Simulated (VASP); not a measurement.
# C (a cell with a defect) in VASP: single point with PBEsol

Aim: the single point of C (a cell with a defect) with PBEsol.

Everything below comes from runs of VASP 6.6.1. Logs are shortened: lines on timing, memory, paths and dates and some standing lists are left out, and cuts for length are marked.

## Step 1: The cell of the first run

The cell holds a defect, 15 atoms: a = 5.026 Å, b = 5.026 Å, c = 5.026 Å, α = 60.00°, β = 60.00°, γ = 60.00°.

## Step 2: Single point, PBEsol

The input, INCAR:

```
SYSTEM = C
PREC     = Accurate       ! precision mode
ENCUT    = 1000           ! plane-wave cutoff, eV
EDIFF    = 1E-6           ! SCF threshold, eV
ISMEAR   = 0              ! smearing method
SIGMA    = 0.05           ! smearing width, eV
LREAL    = Auto         
LASPH    = .True.         ! aspherical terms in the spheres
NELM     = 120            ! most SCF steps
ALGO     = Normal         ! electronic algorithm
ISIF     = 2              ! what is computed and relaxed
LWAVE    = .False.        ! write WAVECAR
LCHARG   = .True.         ! write CHGCAR
GGA      = PS             ! functional
LELF     = .True.         ! ELF
LVHAR    = .True.       
NBANDS   = 43             ! bands
GGA_COMPAT= .False.
```

The input, KPOINTS:

```
Automatic mesh
0
Gamma
  6 6 6
  0 0 0
```

The input, POSCAR:

```
C
1.0
    0.0000000000      3.5537981836     -3.5537981836
   -3.5537981836      0.0000000000     -3.5537981836
   -3.5537981836      3.5537981836      0.0000000000
C
15
Direct
    0.2500000000      0.7500000000      0.2500000000
    0.7500000000      0.2500000000      0.2500000000
    0.2500000000      0.2500000000      0.2500000000
    0.7500000000      0.7500000000      0.7500000000
    0.2500000000      0.7500000000      0.7500000000
    0.7500000000      0.2500000000      0.7500000000
    0.2500000000      0.2500000000      0.7500000000
    0.8750000000      0.3750000000      0.3750000000
    0.3750000000      0.3750000000      0.3750000000
    0.8750000000      0.8750000000      0.3750000000
    0.3750000000      0.8750000000      0.3750000000
    0.8750000000      0.3750000000      0.8750000000
    0.3750000000      0.3750000000      0.8750000000
    0.8750000000      0.8750000000      0.8750000000
    0.3750000000      0.8750000000      0.8750000000
```

Potentials or basis: VASP PAW PBE potentials, release 64 (C_h).

Command:

```bash
cat potpaw_PBE.64/C_h/POTCAR > POTCAR
mpirun -np 1 vasp_std > vasp.out
```

OUTCAR:

```text
SYSTEM = C
   PREC = Accurate
   ENCUT = 1000
   EDIFF = 1E-6
   ISMEAR = 0
   LREAL = Auto
   LASPH = .True.
   NELM = 120
   ISIF = 2
   GGA = PS

 ion  position               nearest neighbor table
   1  0.250  0.750  0.250-
   2  0.750  0.250  0.250-
   3  0.250  0.250  0.250-
   4  0.750  0.750  0.750-
   5  0.250  0.750  0.750-
   6  0.750  0.250  0.750-
   7  0.250  0.250  0.750-
   8  0.875  0.375  0.375-
   9  0.375  0.375  0.375-
  10  0.875  0.875  0.375-
  11  0.375  0.875  0.375-
  12  0.875  0.375  0.875-
  13  0.375  0.375  0.875-
  14  0.875  0.875  0.875-
  15  0.375  0.875  0.875-

  LATTYP: Found a face centered cubic cell.
 ALAT       =     7.1075963672

  Lattice vectors:

 A1 = (   0.0000000000,   3.5537981836,  -3.5537981836)
 A2 = (  -3.5537981836,   0.0000000000,  -3.5537981836)
 A3 = (  -3.5537981836,   3.5537981836,   0.0000000000)

Analysis of symmetry for initial positions (statically):
=====================================================================
 Subroutine PRICEL returns:
 Original cell was already a primitive cell.

 Routine SETGRP: Setting up the symmetry group for a
 face centered cubic supercell.

 Subroutine GETGRP returns: Found 24 space group operations
 (whereof  4 operations were pure point group operations)
 out of a pool of 48 trial point group operations.

The static configuration has the point symmetry C_2v.
 The point group associated with its full space group is T_d .

Analysis of symmetry for dynamics (positions and initial velocities):
=====================================================================
 Subroutine PRICEL returns:
 Original cell was already a primitive cell.

 Routine SETGRP: Setting up the symmetry group for a
 face centered cubic supercell.

 Subroutine GETGRP returns: Found 24 space group operations
 (whereof  4 operations were pure point group operations)
 out of a pool of 48 trial point group operations.

The dynamic configuration has the point symmetry C_2v.
 The point group associated with its full space group is T_d .

 Subroutine INISYM returns: Found 24 space group operations
 (whereof  4 operations are pure point group operations),
 and found     1 'primitive' translations

----------------------------------------------------------------------------------------

                                     Primitive cell

  volume of cell :      89.7653

  direct lattice vectors                    reciprocal lattice vectors
     0.000000000  3.553798184 -3.553798184     0.140694540  0.140694540 -0.140694540
    -3.553798184  0.000000000 -3.553798184    -0.140694540 -0.140694540 -0.140694540
    -3.553798184  3.553798184  0.000000000    -0.140694540  0.140694540  0.140694540

  length of vectors
     5.025829589  5.025829589  5.025829589     0.243690091  0.243690091  0.243690091

  position of ions in fractional coordinates (direct lattice)
     0.250000000  0.750000000  0.250000000
     0.750000000  0.250000000  0.250000000
     0.250000000  0.250000000  0.250000000
     0.750000000  0.750000000  0.750000000
     0.250000000  0.750000000  0.750000000
     0.750000000  0.250000000  0.750000000
     0.250000000  0.250000000  0.750000000
     0.875000000  0.375000000  0.375000000
     0.375000000  0.375000000  0.375000000
     0.875000000  0.875000000  0.375000000
     0.375000000  0.875000000  0.375000000
     0.875000000  0.375000000  0.875000000
     0.375000000  0.375000000  0.875000000
     0.875000000  0.875000000  0.875000000
     0.375000000  0.875000000  0.875000000

  ion indices of the primitive-cell ions
   primitive index   ion index
                 1           1
                 2           2
                 3           3
                 4           4
                 5           5
                 6           6
                 7           7
                 8           8
                 9           9
                10          10
                11          11
                12          12
                13          13
                14          14
                15          15

----------------------------------------------------------------------------------------

 KPOINTS: Automatic mesh

Automatic generation of k-mesh.
 Grid dimensions read from file:
 generate k-points for:    6    6    6

 Generating k-lattice:

  Cartesian coordinates                     Fractional coordinates (reciprocal lattice)
     0.023449090  0.023449090 -0.023449090     0.166666667  0.000000000  0.000000000
    -0.023449090 -0.023449090 -0.023449090     0.000000000  0.166666667  0.000000000
    -0.023449090  0.023449090  0.023449090     0.000000000  0.000000000  0.166666667

  Length of vectors
     0.040615015  0.040615015  0.040615015

  Shift w.r.t. Gamma in fractional coordinates (k-lattice)
     0.000000000  0.000000000  0.000000000

 Subroutine IBZKPT returns following result:
 ===========================================

 Found     16 irreducible k-points:

 Following reciprocal coordinates:
            Coordinates               Weight
  0.000000  0.000000  0.000000      1.000000
  0.166667  0.000000  0.000000      8.000000
  0.333333  0.000000  0.000000      8.000000
  0.500000  0.000000  0.000000      4.000000
  0.166667  0.166667  0.000000      6.000000
  0.333333  0.166667  0.000000     24.000000
[... 8 lines left out ...]
 -0.333333  0.333333  0.166667     24.000000
 -0.333333  0.500000  0.166667     12.000000
   k-points           NKPTS =     16   k-points in BZ     NKDIM =     16   number of bands    NBANDS=     43
   number of dos      NEDOS =    301   number of ions     NIONS =     15
   total plane-waves  NPLWV = 157464
   dimension x,y,z NGX =    54 NGY =   54 NGZ =   54
   dimension x,y,z NGXF=   108 NGYF=  108 NGZF=  108
   ions per type =              15
   NGX,Y,Z   is equivalent  to a cutoff of  17.86, 17.86, 17.86 a.u.
   NGXF,Y,Z  is equivalent  to a cutoff of  35.72, 35.72, 35.72 a.u.
 SYSTEM =  C
   PREC   = accura    normal or accurate (medium, high low for compatibility)
   ISTART =      0    job   : 0-new  1-cont  2-samecut
   ICHARG =      2    charge: 1-file 2-atom 10-const
   ISPIN  =      1    spin polarized calculation?
   LNONCOLLINEAR =      F non collinear calculations
   LSORBIT =      F    spin-orbit coupling
   LASPH  =      T    aspherical Exc in radial PAW
   ENCUT  = 1000.0 eV  73.50 Ry    8.57 a.u.  12.96 12.96 12.96*2*pi/ulx,y,z
   NELM   =    120;   NELMIN=  2; NELMDL= -5     # of ELM steps
   EDIFF  = 0.1E-05   stopping-criterion for ELM
   LREAL  =      T    real-space projection
   EDIFFG = 0.1E-04   stopping-criterion for IOM
   NSW    =      0    number of steps for IOM
   IBRION =     -1    ionic relax: 0-MD 1-quasi-New 2-CG
   NFREE  =      0    steps in history (QN), initial steepest desc. (CG)
   ISIF   =      2    stress and relaxation
   ISYM   =      2    0-nonsym 1-usesym 2-fastsym
   POTIM  = 0.5000    time-step for ionic-motion
   TEBEG  =    0.0;   TEEND  =   0.0 temperature during run
   PSTRESS=    0.0 pullay stress
   NELECT =      60.0000    total number of electrons
   NUPDOWN=      -1.0000    fix difference up-down
   EMIN   =  10.00;   EMAX   =-10.00  energy-range for DOS
   EFERMI =   0.00;   METHOD = LEGACY
   ISMEAR =     0;   SIGMA  =   0.05  broadening in eV -4-tet -1-fermi 0-gaus
   EFERMI_NEDOS =   21; number of points for ismear=-14 and -15
   IALGO  =     38    algorithm
   IMIX   =      4    mixing-type and parameters
     AMIX     =   0.40;   BMIX     =  1.00
     AMIX_MAG =   1.60;   BMIX_MAG =  1.00
  volume/ion in A,a.u.               =       5.98        40.38
  Fermi-wavevector in a.u.,A,eV,Ry     =   1.431383  2.704921 27.876392  2.048857
  Thomas-Fermi vector in A             =   2.551125
   LORBIT       =      0    0 simple, 1 ext, 2 COOP (PROOUT), +10 PAW based schemes
   GGA     = PS    functional components
   LHFCALC =     F    Hartree Fock is set to
   AEXX    =    0.0000 exact exchange contribution
   IVDW    =     0    specifies the selected vdW correction
   LEPSILON=     F    determine dielectric tensor
   LRPA    =     F    only Hartree local field effects (RPA)
 non-spin polarized calculation
 Gauss-broadening in eV      SIGMA  =   0.05
  energy-cutoff  :     1000.00
  volume of cell :       89.77
 maximum number of plane-waves:      6470
 NGX is ok and might be reduce to    54
   NGX = 25   NGY = 25   NGZ = 25

 number of electron      60.0000000 magnetization

 Free energy of the ion-electron system (eV)
  ---------------------------------------------------
  ext. energy  EPLUGINS =         0.00000000
  ---------------------------------------------------
  free energy    TOTEN  =      -138.62260821 eV

  energy without entropy =     -138.61939772  energy(sigma->0) =     -138.62100296

 E-fermi :  11.0658     XC(G=0): -13.3087

 val. band max:       11.0555164810   @ k =  -0.3333   0.3333   0.1667
 cond. band min:      11.1380670763   @ k =  -0.3333   0.5000   0.1667
 fundamental gap:      0.0825505953
 Fermi energy:        11.0657934792

 k-point     1 :       0.0000    0.0000    0.0000
  band No.  band energies     occupation
      1     -11.1077      2.00000
      2      -5.5600      2.00000
      3      -5.5600      2.00000
      4      -5.5600      2.00000
      5      -4.7420      2.00000
      6      -3.3179      2.00000
[... 34 lines left out ...]
     41      16.4818      0.00000
     42      18.5981      0.00000
[... 633 lines left out ...]
      1      -8.8391      2.00000
      2      -8.6381      2.00000
      3      -8.1032      2.00000
      4      -7.1761      2.00000
      5      -5.2915      2.00000
      6      -4.3921      2.00000
[... 34 lines left out ...]
     41      19.8706      0.00000
     42      20.1587      0.00000
 [bands above 42 left out]

------------------------ aborting loop because EDIFF is reached ----------------------------------------

  FORCE on cell =-STRESS in cart. coord.  units (eV):
  Direction    XX          YY          ZZ          XY          YZ          ZX
  --------------------------------------------------------------------------------------
  -------------------------------------------------------------------------------------
  Total       -3.6960667     -3.6960667     -3.6960667      0.0000000      0.0000000     -0.0000000
  in kB      -65.9693345    -65.9693345    -65.9693345      0.0000000      0.0000000     -0.0000000
  external PRESSURE =     -65.9693345 kB  Pullay stress =       0.0000000 kB

 VOLUME and BASIS-vectors are now :
 -----------------------------------------------------------------------------
  energy-cutoff  :     1000.00
  volume of cell :       89.77
      direct lattice vectors                 reciprocal lattice vectors
     0.000000000  3.553798184 -3.553798184     0.140694540  0.140694540 -0.140694540
    -3.553798184  0.000000000 -3.553798184    -0.140694540 -0.140694540 -0.140694540
    -3.553798184  3.553798184  0.000000000    -0.140694540  0.140694540  0.140694540

 POSITION                                       TOTAL-FORCE (eV/Angst)
 -----------------------------------------------------------------------------------
     -3.55380      1.77690     -3.55380         0.729288     -0.000000      0.000000
     -1.77690      3.55380     -3.55380         0.000000     -0.729288      0.000000
     -1.77690      1.77690     -1.77690         0.000000     -0.000000     -0.729288
     -5.33070      5.33070     -5.33070         0.000000     -0.000000      0.729288
     -5.33070      3.55380     -3.55380         0.000000      0.729288      0.000000
     -3.55380      5.33070     -3.55380        -0.729288     -0.000000      0.000000
     -3.55380      3.55380     -1.77690         0.000000     -0.000000      0.000000
     -2.66535      4.44225     -4.44225         1.714650      1.714650      1.714650
     -2.66535      2.66535     -2.66535        -0.042750      0.042750      0.042750
     -4.44225      4.44225     -6.21915        -1.714650      1.714650     -1.714650
     -4.44225      2.66535     -4.44225        -1.714650     -1.714650      1.714650
     -4.44225      6.21915     -4.44225         0.042750      0.042750     -0.042750
     -4.44225      4.44225     -2.66535         0.042750     -0.042750      0.042750
     -6.21915      6.21915     -6.21915         1.714650     -1.714650     -1.714650
     -6.21915      4.44225     -4.44225        -0.042750     -0.042750     -0.042750
 -----------------------------------------------------------------------------------
    total drift:                               -0.000000      0.000000     -0.000000

  FREE ENERGIE OF THE ION-ELECTRON SYSTEM (eV)
  ---------------------------------------------------
  free  energy   TOTEN  =      -138.6226082104 eV

  energy  without entropy=     -138.6193977167  energy(sigma->0) =     -138.62100296
```

Wall time 3.5 min (1 thread of Intel Xeon Platinum 8559C (Emerald Rapids), shared host); peak memory 0.41 GiB.

Results:

```
Free energy            : -138.6226 eV
Pressure               : -6.6 GPa
Largest force          : 2.970 eV/Å
Band gap on the k mesh : zero (bands 30 and 31 overlap by 2.07 eV)
```

Forces in eV/Å, atoms in the order of the input:
```
C    0.729  0.000  0.000
C    0.000 -0.729  0.000
C    0.000  0.000 -0.729
C    0.000  0.000  0.729
C    0.000  0.729  0.000
C   -0.729  0.000  0.000
C    0.000  0.000  0.000
C    1.715  1.715  1.715
C   -0.043  0.043  0.043
C   -1.715  1.715 -1.715
C   -1.715 -1.715  1.715
C    0.043  0.043 -0.043
C    0.043 -0.043  0.043
C    1.715 -1.715 -1.715
C   -0.043 -0.043 -0.043
```

Levels at points of the mesh, in eV from the Fermi level:
| k point | band 26 | band 27 | band 28 | band 29 | band 30 | band 31 | band 32 | band 33 | band 34 | band 35 |
| --- | --- | --- | --- | --- | --- | --- | --- | --- | --- | --- |
| (0.00, 0.00, 0.00) | -3.76 | -2.05 | -2.05 | -2.05 | 1.79 | 1.79 | 1.79 | 4.01 | 4.01 | 4.01 |
| (0.50, 0.00, 0.00) | -4.38 | -4.38 | -2.71 | -2.71 | -2.23 | 1.07 | 1.07 | 5.10 | 5.10 | 5.30 |
| (0.50, 0.50, 0.00) | -4.64 | -4.06 | -3.91 | -3.33 | -2.16 | 0.33 | 0.33 | 3.85 | 4.25 | 7.18 |

Caveat: the cell differs from its parent crystal (atoms taken out, atom 10 moved 0.000 of the way to it and +0.000 Å across, host rigid); the PAW data sets were made with another functional, which shifts forces and pressure a little.

The gap in the log of VASP goes by the Fermi energy; the results here count the filled bands.